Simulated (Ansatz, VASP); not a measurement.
**BaTe in VASP and in Ansatz**

```
CELL_PARAMETERS angstrom
4.24482 0.00000 0.00000
0.00000 4.24482 0.00000
0.00000 0.00000 4.24482
ATOMIC_POSITIONS crystal
Ba 0.00000 0.00000 0.00000
Te 0.50000 0.50000 0.50000
```

Alike in both runs: task single point; functional r2SCAN; k mesh 4 × 4 × 4; no spin polarisation.

|  | VASP | Ansatz |
| --- | --- | --- |
| version | VASP 6.6.1 | Ansatz 0.2.0 |
| potentials or method | VASP PAW PBE potentials, release 64 (Ba_sv, Te) | plane waves, PAW |
| plane-wave cutoff (eV) | 520 | 500 |
| occupations | gaussian, width 0.01 eV | fixed |
| valence electrons in the cell | 16 | 26 |

```tsv
	VASP	Ansatz	Ansatz less VASP
gap on the k mesh at the Fermi level (eV)	1.09	1.19	+0.098
pressure (GPa)	0.6	0.1	-0.49
```

VASP's potentials were made for PBE, not for r2SCAN. VASP's potentials hold 16 valence electrons a cell and Ansatz's 26, so a difference there can come from the potentials and not from the codes.

Spin-orbit coupling is off throughout.
